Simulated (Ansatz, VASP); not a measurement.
## SrTl in VASP and in Ansatz

File INCAR:

```
SYSTEM = SrTl
PREC = Accurate
ENCUT = 520
EDIFF = 1E-6
ISMEAR = -1
SIGMA = 0.05
LREAL = .False.
LASPH = .True.
NELM = 80
ALGO = Normal
ISIF = 2
LWAVE = .False.
LCHARG = .True.
LELF = .True.
LVHAR = .True.
NBANDS = 18
```

The input KPOINTS:

```
regular mesh
0
Gamma
  8 8 8
  0 0 0
```

The input POSCAR:

```
SrTl
1.0
    4.0320000000      0.0403200000      0.0403200000
    0.0403200000      4.0320000000      0.0403200000
    0.0403200000      0.0403200000      4.0320000000
Sr Tl
1 1
Direct
    0.0000000000      0.0000000000      0.0000000000
    0.5000000000      0.5000000000      0.5000000000
```

Input for Ansatz:

```yaml
crystal:
  lattice:
    - [4.032, 0.04032, 0.04032]
    - [0.04032, 4.032, 0.04032]
    - [0.04032, 0.04032, 4.032]
  atoms:
    - { symbol: Sr, position: [0.0, 0.0, 0.0] }
    - { symbol: Tl, position: [0.5, 0.5, 0.5] }
kpoints:
  mp_grid: { grid: [8, 8, 8] }
  band_path:
    path:
      - [0.0, 0.0, 0.0]
      - [0.5, 0.5, 0.5]
      - [0.5193194925, 0.4806805075, 0.5]
      - [0.5, -0.4806805075, 0.4806805075]
      - [0.5, 0.0, 0.0]
      - [0.0, 0.0, 0.0]
      - [0.4903402537, -0.4903402537, 0.0]
      - [0.5096597463, 0.0, 0.4903402537]
      - [0.5, 0.0, 0.5]
    npoints: 5
scf:
  occupations: { method: fermi_dirac, width: 0.05 }
hamiltonian:
  xc: lda
  pseudopotentials: { kind: all_electron, lapw: { basis_error: 0.0005 } }
output:
  forces: true
  stress: true
  eigenvalues: true
```

Change from the starting cell: equal xy, yz and zx shear strains of +2 %.

Alike in both runs: task single point; functional LDA; k mesh 8 × 8 × 8; occupations fermi-dirac, width 0.05 eV; no spin polarisation.

```csv
,VASP,Ansatz
version,VASP 6.6.1,Ansatz 0.2.0
potentials or method,"VASP PAW LDA potentials, release 64 (Sr_sv, Tl_d), cutoff 520 eV","all-electron LAPW, scalar-relativistic"
```

```csv
,VASP,Ansatz,Ansatz less VASP
pressure (GPa),-1.7,-1.8,-0.08
"traceless stress, the component that is largest in VASP (GPa)",-0.38,-0.37,+0.006
```

LDA's correlation is that of Perdew and Zunger in VASP and of Perdew and Wang (1992) in Ansatz. Ansatz ran all-electron here, and VASP with PAW potentials.

Neither program's run includes spin-orbit coupling.
